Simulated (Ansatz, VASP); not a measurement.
# SnSe2 in VASP and in Ansatz

```
CELL_PARAMETERS angstrom
3.81892 0.00000 0.00000
-1.90946 3.30728 0.00000
0.00000 0.00000 6.14557
ATOMIC_POSITIONS crystal
Sn 0.00000 0.00000 0.00000
Se 0.33333 0.66667 0.25807
Se 0.66667 0.33333 0.74193
```

Alike in both runs: task single point; functional PBEsol; k mesh 12 × 12 × 6; occupations gaussian, width 0.05 eV; no spin polarisation.

|  | VASP | Ansatz |
| --- | --- | --- |
| version | VASP 6.6.1 | Ansatz 0.2.0 |
| potentials or method | VASP PAW PBE potentials, release 64 (Sn_d, Se), cutoff 520 eV | scalar-relativistic, plane waves, PAW |
| valence electrons in the cell | 26 | 46 |

Ansatz gave:

```
gap on the k mesh at the Fermi level (eV) : 0.48
least direct gap on the mesh (eV)         : 0.98
pressure (GPa)                            : 0.0
rms of the force components (eV/Å)        : 0.001
```

Q: What did VASP give for the same quantities?

A: gap on the k mesh at the Fermi level (eV): 0.48; least direct gap on the mesh (eV): 0.97; pressure (GPa): 0.1; rms of the force components (eV/Å): 0.010.

VASP's potentials were made for PBE, not for PBEsol. Atom by atom the forces differ by 0.009 eV/Å (rms over components). VASP's potentials hold 26 valence electrons a cell and Ansatz's 46, so a difference there can come from the potentials and not from the codes.
